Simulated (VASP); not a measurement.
## LiSnF4: single point with PBE

The system is LiSnF4.

```
Li Sn F
1.0
     4.27317    0.00000    0.00000
     0.00000    4.27317    0.00000
     0.00000    0.00000    6.86136
Li Sn F
1 1 4
Cartesian
  2.1366 2.1366 3.4307
  0.0000 0.0000 0.0000
  0.0000 0.0000 2.1072
  0.0000 0.0000 4.7542
  0.0000 2.1366 0.0000
  2.1366 0.0000 0.0000
```

```yaml
Program: VASP 6.6.1
Task: single point
Functional: PBE
Potentials_or_basis: VASP PAW PBE potentials, release 64 (Li_sv, Sn_d, F)
Cutoff: 520 eV
k_mesh: 10 × 10 × 6
Occupations: gaussian, width 0.1 eV
Spin: no spin polarisation
Dipole_correction: no
Further_INCAR_settings: ALGO = Normal; EDIFF = 1e-06; NBANDS = 32
```

The largest force is 0.069 eV/Å and the band gap on the k mesh is zero (an odd number of electrons rules out a gap without spin polarisation).

Forces in eV/Å, atoms in the order of the input:
```
Li   0.000  0.000  0.000
Sn   0.000  0.000  0.000
F    0.000  0.000  0.069
F    0.000  0.000 -0.069
F    0.000  0.000  0.000
F    0.000  0.000  0.000
```

Levels at points of the mesh, in eV from the Fermi level:
```tsv
k point	band 18	band 19	band 20	band 21	band 22	band 23	band 24	band 25	band 26	band 27
(0.00, 0.00, 0.00)	-4.80	-4.56	-4.56	-4.36	-4.36	-1.95	1.47	3.35	6.43	6.43
(0.50, 0.00, 0.00)	-4.94	-4.84	-4.54	-4.35	-4.28	0.05	2.55	3.40	4.35	4.49
(0.50, 0.50, 0.00)	-5.07	-4.88	-4.88	-4.26	-4.26	1.79	3.54	3.71	3.71	4.31
(0.00, 0.00, 0.50)	-5.44	-4.58	-4.58	-4.35	-4.35	-1.22	1.11	3.28	6.44	6.44
(0.50, 0.00, 0.50)	-4.70	-4.57	-4.55	-4.53	-4.34	0.48	2.78	2.88	3.31	5.85
(0.50, 0.50, 0.50)	-4.60	-4.60	-4.50	-4.50	-4.44	2.05	3.50	3.90	3.90	4.09
```

Wall time 2.6 min on 1 thread of Intel(R) Xeon(R) 6975P-C (Granite Rapids), on a shared host, peak memory 0.42 GiB.

Caveat: spin-orbit coupling is left out, which moves the levels of the heavy elements; an odd number of electrons without spin polarisation forces a metal; a magnetic or distorted state may lie lower.
